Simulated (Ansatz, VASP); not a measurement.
**Two plane-wave programs on TiC**

```xyz
8
Lattice="3.1012 0.0000 0.0000 -1.5506 2.6857 0.0000 0.0000 0.0000 9.7827" Properties=species:S:1:pos:R:3 pbc="T T T"
Ti    1.5506    0.8952    7.3370
Ti    0.0000    0.0000    0.0000
Ti    0.0000    1.7905    2.4457
Ti    0.0000    0.0000    4.8913
C     0.0000    1.7905    8.5643
C     1.5506    0.8952    1.2183
C     1.5506    0.8952    3.6730
C     0.0000    1.7905    6.1097
```

Alike in both runs: task single point; functional PBE; k mesh 6 × 6 × 2; occupations gaussian, width 0.1 eV; no spin polarisation.

```csv
,VASP,Ansatz
version,VASP 6.6.1,Ansatz 0.2.0
potentials or method,"VASP PAW PBE potentials, release 64 (Ti_sv, C), cutoff 520 eV","scalar-relativistic, plane waves, PAW"
valence electrons in the cell,64,64
```

|  | VASP | Ansatz | Ansatz less VASP |
| --- | --- | --- | --- |
| gap on the k mesh at the Fermi level (eV) | none | none | - |
| pressure (GPa) | 0.3 | 0.1 | -0.16 |
| traceless stress, the component that is largest in VASP (GPa) | 2.42 | 2.47 | +0.055 |
| rms of the force components (eV/Å) | 0.032 | 0.031 | -0.0004 |

Atom by atom the forces differ by 0.000 eV/Å (rms over components). A gap of «none» marks a metal or a gap that the smearing closes.

The k mesh is coarse, so the values compare programs but aren't converged.
